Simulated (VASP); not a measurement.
# PtSe (Fm-3m) in VASP: further runs, part 2 of 2

VASP 6.6.1.

## (4) Single point, PBE+U

This run uses another cell than the first one, of 18.53 Å³/atom, 1.002 times its volume.

File INCAR:

```
PREC     = Accurate       # precision mode
ENCUT    = 520            # plane-wave cutoff, eV
EDIFF    = 1E-7           # SCF threshold, eV
ISMEAR   = -1             # smearing method
SIGMA    = 0.05           # smearing width, eV
LREAL    = False          # projectors in reciprocal space
LASPH    = True           # aspherical terms in the spheres
NELM     = 150            # most SCF steps
ALGO     = Normal         # electronic algorithm
ISIF     = 2              # what is computed and relaxed
LWAVE    = False          # write WAVECAR
LCHARG   = False          # write CHGCAR
LMAXMIX  = 4              # l up to which the mixer works
LDAU     = True           # DFT+U
LDAUTYPE = 2            
LDAUL    = 2 -1           # shell
LDAUU    = 3 0            # U, eV
LDAUJ    = 0 0          
LDAUPRINT= 1            
GGA      = PE             # functional
NBANDS   = 15             # bands
```

File KPOINTS:

```
regular mesh
0
Gamma
  8 8 8
```

File POSCAR:

```
PtSe
1.0
    0.0000000000      2.6459820377      2.6459820377
    2.6459820377      0.0000000000      2.6459820377
    2.6459820377      2.6459820377      0.0000000000
Pt Se
1 1
Direct
    0.5000000000      0.5000000000      0.5000000000
    0.0000000000      0.0000000000      0.0000000000
```

Potentials or basis: VASP PAW PBE potentials, release 64 (Pt, Se).

On the command line:

```bash
cat potpaw_PBE.64/Pt/POTCAR potpaw_PBE.64/Se/POTCAR > POTCAR
mpirun -np 1 vasp_std > vasp.out
```

OUTCAR:

```text
PREC = Accurate
   ENCUT = 520
   EDIFF = 1E-7
   ISMEAR = -1
   LREAL = False
   LASPH = True
   NELM = 150
   ISIF = 2
   GGA = PE

 ion  position               nearest neighbor table
   1  0.500  0.500  0.500-   2 2.65   2 2.65   2 2.65   2 2.65   2 2.65   2 2.65
   2  0.000  0.000  0.000-   1 2.65   1 2.65   1 2.65   1 2.65   1 2.65   1 2.65

  LATTYP: Found a face centered cubic cell.
 ALAT       =     5.2919640754

  Lattice vectors:

 A1 = (   0.0000000000,   2.6459820377,   2.6459820377)
 A2 = (   2.6459820377,   0.0000000000,   2.6459820377)
 A3 = (   2.6459820377,   2.6459820377,   0.0000000000)

Analysis of symmetry for initial positions (statically):
=====================================================================
 Subroutine PRICEL returns:
 Original cell was already a primitive cell.

 Routine SETGRP: Setting up the symmetry group for a
 face centered cubic supercell.

 Subroutine GETGRP returns: Found 48 space group operations
 (whereof 48 operations were pure point group operations)
 out of a pool of 48 trial point group operations.

The static configuration has the point symmetry O_h .

Analysis of symmetry for dynamics (positions and initial velocities):
=====================================================================
 Subroutine PRICEL returns:
 Original cell was already a primitive cell.

 Routine SETGRP: Setting up the symmetry group for a
 face centered cubic supercell.

 Subroutine GETGRP returns: Found 48 space group operations
 (whereof 48 operations were pure point group operations)
 out of a pool of 48 trial point group operations.

The dynamic configuration has the point symmetry O_h .

 Subroutine INISYM returns: Found 48 space group operations
 (whereof 48 operations are pure point group operations),
 and found     1 'primitive' translations

----------------------------------------------------------------------------------------
[... 163 lines left out ...]
  o =  0.9150  v =  0.0000  0.0000  0.0000  0.0000  0.0000  0.0000 -0.8307  0.0000  0.5568 -0.0000      0.0000  0.0000  0.0000  0.0000  0.0000  0.0000  0.0000  0.0000  0.0000  0.0000
  o =  0.9150  v =  1.0000  0.0000  0.0000  0.0000  0.0000  0.0000  0.0000  0.0000  0.0000  0.0000      0.0000  0.0000  0.0000  0.0000  0.0000  0.0000  0.0000  0.0000  0.0000  0.0000
  o =  0.9150  v =  0.0000  0.0000  0.0000  0.0000  0.0000  1.0000  0.0000  0.0000  0.0000  0.0000      0.0000  0.0000  0.0000  0.0000  0.0000  0.0000  0.0000  0.0000  0.0000  0.0000

 number of electron      16.0000003 magnetization

 Free energy of the ion-electron system (eV)
  ---------------------------------------------------
  ext. energy  EPLUGINS =         0.00000000
  ---------------------------------------------------
  free energy    TOTEN  =        -7.67840499 eV

  energy without entropy =       -7.67221163  energy(sigma->0) =       -7.67530831

 E-fermi :   7.2757     XC(G=0): -11.4288

 val. band max:        7.1602790090   @ k =  -0.3750   0.3750   0.0000
 cond. band min:       7.3341572486   @ k =   0.5000   0.3750   0.1250
 fundamental gap:      0.1738782396
 Fermi energy:         7.2756747046

 k-point     1 :       0.0000    0.0000    0.0000
  band No.  band energies     occupation
      1      -7.7892      2.00000
      2       3.4969      2.00000
      3       3.4969      2.00000
      4       3.4969      2.00000
      5       3.9346      2.00000
      6       3.9346      2.00000
      7       5.9490      2.00000
      8       5.9490      2.00000
      9       5.9490      2.00000
     10       8.8159      0.00000
     11      17.3095      0.00000
     12      18.5618      0.00000
     13      18.5618      0.00000
     14      18.5618      0.00000
[... 401 lines left out ...]
      2       0.4031      2.00000
      3       1.8561      2.00000
      4       1.9813      2.00000
      5       4.4364      2.00000
      6       4.4440      2.00000
      7       4.9501      2.00000
      8       7.5312      0.01199
      9       8.0860      0.00000
     10      12.7245      0.00000
     11      12.8524      0.00000
     12      15.9737      0.00000
     13      16.5012      0.00000
     14      20.2045      0.00000
     15      21.9049      0.00000

 [... further k-points ...]
[... 5 lines left out ...]
  --------------------------------------------------------------------------------------
  -------------------------------------------------------------------------------------
  Total       -0.6022215     -0.6022215     -0.6022215      0.0000000     -0.0000000     -0.0000000
  in kB      -26.0421080    -26.0421080    -26.0421080      0.0000000     -0.0000000     -0.0000000
  external PRESSURE =     -26.0421080 kB  Pullay stress =       0.0000000 kB

 VOLUME and BASIS-vectors are now :
 -----------------------------------------------------------------------------
  energy-cutoff  :      520.00
  volume of cell :       37.05
      direct lattice vectors                 reciprocal lattice vectors
     0.000000000  2.645982038  2.645982038    -0.188965757  0.188965757  0.188965757
     2.645982038  0.000000000  2.645982038     0.188965757 -0.188965757  0.188965757
     2.645982038  2.645982038  0.000000000     0.188965757  0.188965757 -0.188965757

 POSITION                                       TOTAL-FORCE (eV/Angst)
 -----------------------------------------------------------------------------------
      2.64598      2.64598      2.64598         0.000000      0.000000      0.000000
      0.00000      0.00000      0.00000        -0.000000     -0.000000     -0.000000
 -----------------------------------------------------------------------------------
    total drift:                                0.000000      0.000000      0.000000

  FREE ENERGIE OF THE ION-ELECTRON SYSTEM (eV)
  ---------------------------------------------------
  free  energy   TOTEN  =        -7.6784049887 eV

  energy  without entropy=       -7.6722116335  energy(sigma->0) =       -7.67530831
```

OSZICAR:

```text
N       E                     dE             d eps       ncg     rms          rms(c)
DAV:   1     0.704684074785E+02    0.70468E+02   -0.75298E+03   870   0.972E+02
DAV:   2    -0.585293185062E+01   -0.76321E+02   -0.67992E+02  1101   0.194E+02
DAV:   3    -0.765498409207E+01   -0.18021E+01   -0.17937E+01  1045   0.288E+01
DAV:   4    -0.766260383249E+01   -0.76197E-02   -0.76193E-02  1073   0.214E+00
DAV:   5    -0.766268809455E+01   -0.84262E-04   -0.84261E-04  1122   0.236E-01    0.103E+01
DAV:   6    -0.764973060849E+01    0.12957E-01   -0.17576E-01   947   0.386E+00    0.561E+00
DAV:   7    -0.767176939335E+01   -0.22039E-01   -0.28001E-02  1080   0.140E+00    0.185E+00
DAV:   8    -0.767792213660E+01   -0.61527E-02   -0.98066E-03   968   0.914E-01    0.196E-01
DAV:   9    -0.767838884913E+01   -0.46671E-03   -0.21771E-03  1052   0.348E-01    0.530E-02
DAV:  10    -0.767838011692E+01    0.87322E-05   -0.69984E-05  1101   0.603E-02    0.347E-02
DAV:  11    -0.767840532343E+01   -0.25207E-04   -0.25030E-05   968   0.410E-02    0.123E-02
DAV:  12    -0.767840508796E+01    0.23547E-06   -0.12737E-06  1136   0.821E-03    0.289E-03
DAV:  13    -0.767840498872E+01    0.99237E-07   -0.53196E-08   729   0.188E-03
   1 F= -.76784050E+01 E0= -.76753083E+01  d E =-.619336E-02
```

stdout:

```text
POSCAR found type information on POSCAR PtSe
 POSCAR found :  2 types and       2 ions
 scaLAPACK will be used
 LDA part: xc-table for (Slater+PW92), standard interpolation
 POSCAR, INCAR and KPOINTS ok, starting setup
 FFT: planning ... GRIDC
 FFT: planning ... GRID_SOFT
 FFT: planning ... GRID
 WAVECAR not read
 entering main loop
```

Wall time 30 s (1 thread of Intel Xeon 8259CL, shared host); peak memory 0.17 GiB.

What came out:

```
Free energy            : -7.6784 eV
Pressure               : -2.6 GPa
Band gap on the k mesh : zero (band 8 reaches 10.07 eV, above the bottom of band 9 at 5.66 eV)
```

Levels at points of the mesh, in eV from the Fermi level:
| k point | band 4 | band 5 | band 6 | band 7 | band 8 | band 9 | band 10 | band 11 | band 12 | band 13 |
| --- | --- | --- | --- | --- | --- | --- | --- | --- | --- | --- |
| (0.00, 0.00, 0.00) | -3.78 | -3.34 | -3.34 | -1.33 | -1.33 | -1.33 | 1.54 | 10.03 | 11.29 | 11.29 |
| (0.50, 0.00, 0.00) | -5.56 | -2.80 | -2.80 | -2.21 | 2.79 | 2.79 | 3.50 | 6.47 | 6.47 | 8.90 |
| (0.50, 0.50, 0.00) | -2.99 | -2.99 | -2.87 | -2.53 | -2.53 | -1.36 | 0.28 | 8.27 | 11.61 | 13.44 |

Eigenvalues of the final occupation matrices:
| site | spin | trace | eigenvalues |
| --- | --- | --- | --- |
| site 1 d | 1 | 4.23 | 0.74 0.74 0.92 0.92 0.92 |
| site 1 d | 2 | 4.23 | 0.74 0.74 0.92 0.92 0.92 |

Caveat: spin-orbit coupling is left out, which moves the levels of the heavy elements; U without spin polarisation on a metal has little footing.

## (5) Single point, PBE+U

This run uses another cell than the first one, of 18.55 Å³/atom, 1.004 times its volume.

File INCAR:

```
ALGO = Normal
EDIFF = 1E-6
ENCUT = 520
GGA = PE
ISIF = 2
ISMEAR = -1
LASPH = T
LCHARG = F
LDAU = T
LDAUJ = 0 0
LDAUL = 2 -1
LDAUPRINT = 1
LDAUTYPE = 2
LDAUU = 4 0
LMAXMIX = 4
LREAL = F
LWAVE = F
NBANDS = 15
NELM = 150
PREC = Accurate
SIGMA = 0.05
```

File KPOINTS:

```
k-points
0
Gamma
  8 8 8
```

File POSCAR:

```
PtSe
1.0
    0.0000000000      2.6472729642      2.6472729642
    2.6472729642      0.0000000000      2.6472729642
    2.6472729642      2.6472729642      0.0000000000
Pt Se
1 1
Direct
    0.5000000000      0.5000000000      0.5000000000
    0.0000000000      0.0000000000      0.0000000000
```

On the command line:

```bash
cat potpaw_PBE.64/Pt/POTCAR potpaw_PBE.64/Se/POTCAR > POTCAR
mpirun -np 1 vasp_std > vasp.out
```

Run time: 29 s. Hardware: 1 thread of Intel Xeon 8259CL, shared host; peak memory 0.17 GiB.

The run converged. Its results:

- Free energy: -7.0793 eV
- Pressure: -3.6 GPa
- Band gap on the k mesh: zero (band 8 reaches 9.93 eV, above the bottom of band 9 at 5.48 eV)

Levels at points of the mesh, in eV from the Fermi level:
```csv
k point,band 6,band 7,band 8,band 9,band 10,band 11
"(0.00, 0.00, 0.00)",-3.40,-1.26,-1.26,-1.26,1.64,10.14
"(0.50, 0.00, 0.00)",-3.02,-2.38,2.78,2.78,3.61,6.58
"(0.50, 0.50, 0.00)",-2.91,-2.78,-2.78,-1.40,0.40,8.22
```

Eigenvalues of the final occupation matrices:
```
    site  spin  trace               eigenvalues
site 1 d     1   4.28  0.75 0.75 0.92 0.92 0.92
site 1 d     2   4.28  0.75 0.75 0.92 0.92 0.92
```

Caveat: spin-orbit coupling is left out, which moves the levels of the heavy elements; U without spin polarisation on a metal has little footing.

## (6) The runs side by side

| U | cell | gap on the mesh (eV) | pressure (GPa) |
| --- | --- | --- | --- |
| Pt d U = 1.0 eV | a = 3.739 Å, angles 60.0°, 2 atoms | none | -0.8 |
| Pt d U = 2.0 eV | a = 3.741 Å, angles 60.0°, 2 atoms | none | -1.7 |
| Pt d U = 3.0 eV | a = 3.742 Å, angles 60.0°, 2 atoms | none | -2.6 |
| Pt d U = 4.0 eV | a = 3.744 Å, angles 60.0°, 2 atoms | none | -3.6 |

Alike in all rows: task single point; level PBE+U; potentials or basis VASP PAW PBE potentials, release 64 (Pt, Se); no spin polarisation; k mesh 8 × 8 × 8; cutoff (eV) 520; smearing fermi-dirac 0.05 eV.

Caveats: spin-orbit coupling is left out, which moves the levels of the heavy elements; U without spin polarisation on a metal has little footing.

Total energies depend on the potentials used, so only differences within one code and one set of settings carry meaning.
